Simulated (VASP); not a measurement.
Nd3Au: relaxation of cell and atoms with PBE

Nd3Au:

```xyz
4
Lattice="-3.0091 3.0091 3.0091 3.0091 -3.0091 3.0091 3.0091 3.0091 -3.0091" Properties=species:S:1:pos:R:3 pbc="T T T"
Nd    3.0091    0.0000    0.0000
Nd    0.0000    3.0091    0.0000
Nd    0.0000    0.0000    3.0091
Au    0.0000    0.0000    0.0000
```

The cell was generated, and may not be a known phase.

- Program: VASP 6.6.1
- Task: relaxation of cell and atoms
- Functional: PBE
- Potentials or basis: VASP PAW PBE potentials, release 64 (Nd_3, Au), 4f in core
- Cutoff: 500 eV
- k mesh: 4 × 4 × 4
- Occupations: gaussian, width 0.1 eV
- Spin: no spin polarisation
- Dipole correction: no
- Further INCAR settings: ALGO = Normal; EDIFF = 1e-07; IBRION = 2; EDIFFG = -0.04; NSW = 90; ISIF = 3

```yaml
Relaxed_volume: 31.92 Å³/atom
Relaxed_cell: a = 5.494 Å, b = 5.494 Å, c = 5.494 Å, α = 109.47°, β = 109.47°, γ = 109.47°
Space_group_after_relaxing_to_0.1_Å: Im-3m (No. 229)
Energy_gained_by_relaxing: 100.0 meV/atom
Ionic_steps: 3
Pressure_after_relaxing: 0.0 GPa
Band_gap_on_the_k_mesh: zero (bands 22 and 23 overlap by 1.82 eV)
```

The path:
```csv
step,energy change (eV),largest force (eV/Å),pressure (GPa),volume (Å³)
1,0.0000,0.0000,7.55,108.99
2,-0.3931,0.0000,-0.79,130.52
3,-0.4001,0.0000,0.01,127.66
```

Final structure:
```
Nd Au
1.0
    -3.17200    3.17200    3.17200
     3.17200   -3.17200    3.17200
     3.17200    3.17200   -3.17200
Nd Au
3 1
Direct
  0.00000 0.50000 0.50000
  0.50000 0.00000 0.50000
  0.50000 0.50000 0.00000
  0.00000 0.00000 0.00000
```

Levels at points of the mesh, in eV from the Fermi level:
```csv
k point,band 19,band 20,band 21,band 22,band 23,band 24,band 25,band 26
"(0.00, 0.00, 0.00)",-0.97,-0.94,-0.94,-0.94,-0.69,-0.69,3.36,3.36
"(0.50, 0.00, 0.00)",-1.87,-1.28,-0.44,0.20,0.42,1.16,1.30,1.64
"(0.50, 0.50, 0.50)",-0.96,-0.96,-0.57,-0.03,-0.03,-0.03,0.86,0.86
```

Wall time 68 s on 1 thread of Intel(R) Xeon(R) Platinum 8488C (Sapphire Rapids) (shared host), peak memory 0.26 GiB.

Caveat: the k points lie up to 0.35 Å⁻¹ apart in the final cell, too coarse for converged energies and pressures of a metal; the volume moved by over 15 % at a fixed basis, so the end points are rough; spin-orbit coupling is left out, which moves the levels of the heavy elements; the 4f electrons are frozen in the core, so they carry no moment and show no levels. Spin polarisation is off, so any magnetic state and its effect on volume and gap are missing.
